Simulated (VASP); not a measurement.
Wanted: the native input for a VASP 6.6.1 run.

| Quantity | Value |
| --- | --- |
| Task | single point |
| Functional | PBE |
| Potentials or basis | VASP PAW PBE potentials, release 64 (Y_sv, Pd, Sn_d) |
| Cutoff | 520 eV |
| k mesh | 4 × 4 × 3, shifted |
| Occupations | fermi-dirac, width 0.1 eV |
| Spin | collinear spin, zero start |
| Starting moments | [0.0, 0.0, 0.0, 0.0, 0.0] μB |
| Dipole correction | no |
| Further INCAR settings | ALGO = Normal; EDIFF = 1e-06; NBANDS = 44 |

The structure of YSn3Pd lies in POSCAR:

```
YSn3Pd
1.0
    0.0234310000      4.7021280000      0.0270670000
    4.7302930000      0.0234310000     -0.0103690000
    2.3890170000      2.3310510000     -5.5730440000
Y Pd Sn
1 1 3
Direct
    0.9922530000      0.9765450000      0.0030470000
    0.6293130000      0.6524870000      0.7320650000
    0.7282690000      0.2200970000      0.5061180000
    0.2481760000      0.7104960000      0.5134180000
    0.4248280000      0.3992670000      0.1725510000
```

One way to write it, as run:

INCAR

```
SYSTEM = YSn3Pd
ALGO = Normal
EDIFF = 1E-6
ENCUT = 520
GGA = PE
ISIF = 2
ISMEAR = -1
ISPIN = 2
LASPH = .True.
LCHARG = .False.
LMAXMIX = 4
LORBIT = 11
LREAL = .False.
LWAVE = .False.
MAGMOM = 0 0 0 0 0
NBANDS = 44
NELM = 150
PREC = Accurate
SIGMA = 0.1
```

KPOINTS

```
Automatic mesh
0
Gamma
  4 4 3
  0.5 0.5 0.5
```

Potentials or basis: VASP PAW PBE potentials, release 64 (Y_sv, Pd, Sn_d).

Command:

```console
$ cat potpaw_PBE.64/Y_sv/POTCAR potpaw_PBE.64/Pd/POTCAR potpaw_PBE.64/Sn_d/POTCAR > POTCAR
$ mpirun -np 1 vasp_std > vasp.out
```

It gave:

| Quantity | Value |
| --- | --- |
| Pressure | 3.3 GPa |
| Largest force | 1.569 eV/Å |
| Net moment | 0.00 μB per cell |
| Valence electrons inside the program's atomic spheres | Y 9.13; Pd 9.71; Sn 12.34, 12.32, 12.41 |

Caveat: the k points lie up to 0.38 Å⁻¹ apart; forces of over 1 eV/Å act on the atoms, so gaps and moduli don't describe the material at rest.

Run time: 2.3 min on 1 thread of Intel(R) Xeon(R) 6975P-C (Granite Rapids), with other jobs on the host, peak memory 0.42 GiB.
